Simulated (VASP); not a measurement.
**MgO (Periclase): single point with PBE**

The system is MgO (Periclase).

```
Mg O
1.0
     0.00000    2.10217    2.10217
     2.10217    0.00000    2.10217
     2.10217    2.10217    0.00000
Mg O
1 1
Direct
  0.00000 0.00000 0.00000
  0.50000 0.50000 0.50000
```

* Program: VASP 6.6.1
* Task: single point
* Functional: PBE
* Potentials or basis: VASP PAW PBE potentials, release 64 (Mg, O)
* Cutoff: 520 eV
* k mesh: 8 × 8 × 8
* Occupations: methfessel-paxton, width 0.5 eV
* Spin: no spin polarisation
* Dipole correction: no
* Further INCAR settings: ALGO = Normal; EDIFF = 1e-06; NBANDS = 11

| Property | Result |
| --- | --- |
| Pressure | 4.7 GPa |
| Band gap on the k mesh | 4.78 eV, direct |

Levels at points of the mesh, in eV from the valence-band top:
```tsv
k point	band 2	band 3	band 4	band 5	band 6	band 7
(0.00, 0.00, 0.00)	0.00	0.00	0.00	4.78	15.84	15.84
(0.50, 0.00, 0.00)	-4.64	-0.66	-0.66	7.94	12.67	16.37
(0.50, 0.50, 0.00)	-4.10	-1.36	-1.36	9.13	10.03	13.16
```

It took 5.1 s on 1 thread of Intel(R) Xeon(R) 6975P-C (Granite Rapids) (shared host), peak memory 0.14 GiB.

Expect the measured gap to be larger: semilocal functionals such as PBE lack the derivative discontinuity.
